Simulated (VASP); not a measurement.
A run of VASP 6.6.1:

POSCAR

```
Ge
1.0
    0.0000000000      2.8183833986      2.8183833986
    2.8183833986      0.0000000000      2.8183833986
    2.8183833986      2.8183833986      0.0000000000
Ge
2
Direct
    0.0000000000      0.0000000000      0.0000000000
    0.2500000000      0.2500000000      0.2500000000
```

File INCAR.step1:

```
SYSTEM = Ge
  ALGO = Normal
  EDIFF = 1E-4
  ENCUT = 520
  GGA = PE
  ISMEAR = -1
  LASPH = .True.
  LCHARG = .False.
  LREAL = .False.
  LWAVE = .True.
  NBANDS = 21
  NELM = 100
  PREC = Accurate
  SIGMA = 0.05
```

The input INCAR.step2:

```
SYSTEM = Ge
  ALGO = Normal
  EDIFF = 1E-8
  ENCUT = 520
  ISIF = 2
  ISMEAR = -1
  ISTART = 1
  LASPH = .True.
  LCHARG = .False.
  LEFG = .True.
  LMIXTAU = .True.
  LREAL = .False.
  LWAVE = .False.
  METAGGA = R2SCAN
  NBANDS = 21
  NELM = 100
  PREC = Accurate
  SIGMA = 0.05
```

File KPOINTS:

```
k-points
0
Gamma
  11 11 11
  0 0 0
```

Potentials or basis: VASP PAW PBE potentials, release 64 (Ge_d).

The run is started by

```sh
$ cat potpaw_PBE.64/Ge_d/POTCAR > POTCAR
$ cp INCAR.step1 INCAR
$ mpirun -np 1 vasp_std > vasp.out
$ cp INCAR.step2 INCAR
$ mpirun -np 1 vasp_std > vasp.out
```

Hardware: 1 thread of Intel Xeon 8259CL, with other jobs on the host.

Q: Estimate the wall time of this run.

A: It took 6.5 min on 1 thread of Intel Xeon 8259CL, with other jobs on the host, peak memory 0.19 GiB. Counts: k points 56.
